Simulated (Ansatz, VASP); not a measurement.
## Two plane-wave programs on C

The input INCAR:

```
PREC = Accurate
ENCUT = 520
EDIFF = 1E-7
ISMEAR = 0
SIGMA = 0.05
LREAL = F
LASPH = T
NELM = 60
ALGO = Normal
ISIF = 2
LWAVE = F
LCHARG = T
GGA = CA
LELF = T
LVHAR = T
NBANDS = 11
```

The input KPOINTS:

```
regular mesh
0
Gamma
  12 12 12
```

POSCAR

```
C
1.0
    1.2280263465      0.7090013417      3.3470108394
   -1.2280263465      0.7090013417      3.3470108394
    0.0000000000     -1.4180026834      3.3470108394
C
2
Direct
    0.1108199440      0.1971910691      0.2288050951
    0.8360000000      0.8360000000      0.8360000000
```

Input for Ansatz:

```yaml
crystal:
  lattice:
    - [1.2280263465, 0.7090013417, 3.3470108394]
    - [-1.2280263465, 0.7090013417, 3.3470108394]
    - [0.0, -1.4180026834, 3.3470108394]
  atoms:
    - { symbol: C, position: [0.110819944, 0.1971910691, 0.2288050951] }
    - { symbol: C, position: [0.836, 0.836, 0.836] }
basis:
  ecutwfc: 420
kpoints:
  mp_grid: { grid: [12, 12, 12] }
hamiltonian:
  xc: lda
scf:
  occupations: { method: gaussian, width: 0.05 }
output:
  forces: true
  stress: true
  eigenvalues: true
```

Alike in both runs: task single point; functional LDA; k mesh 12 × 12 × 12; occupations gaussian, width 0.05 eV; no spin polarisation.

```csv
,VASP,Ansatz
version,VASP 6.6.1,Ansatz 0.2.0
potentials or method,"VASP PAW LDA potentials, release 64 (C), cutoff 520 eV","scalar-relativistic, plane waves, PAW"
valence electrons in the cell,8,8
```

|  | VASP | Ansatz | Ansatz less VASP |
| --- | --- | --- | --- |
| gap on the k mesh at the Fermi level (eV) | 0.07 | 0.07 | +0.008 |
| least direct gap on the mesh (eV) | 0.26 | 0.26 | +0.002 |
| pressure (GPa) | 5.3 | 4.6 | -0.62 |
| traceless stress, the component that is largest in VASP (GPa) | 15.88 | 15.44 | -0.441 |
| rms of the force components (eV/Å) | 4.166 | 4.174 | +0.0081 |

LDA's correlation is that of Perdew and Zunger in VASP and of Perdew and Wang (1992) in Ansatz. Atom by atom the forces differ by 0.009 eV/Å (rms over components).
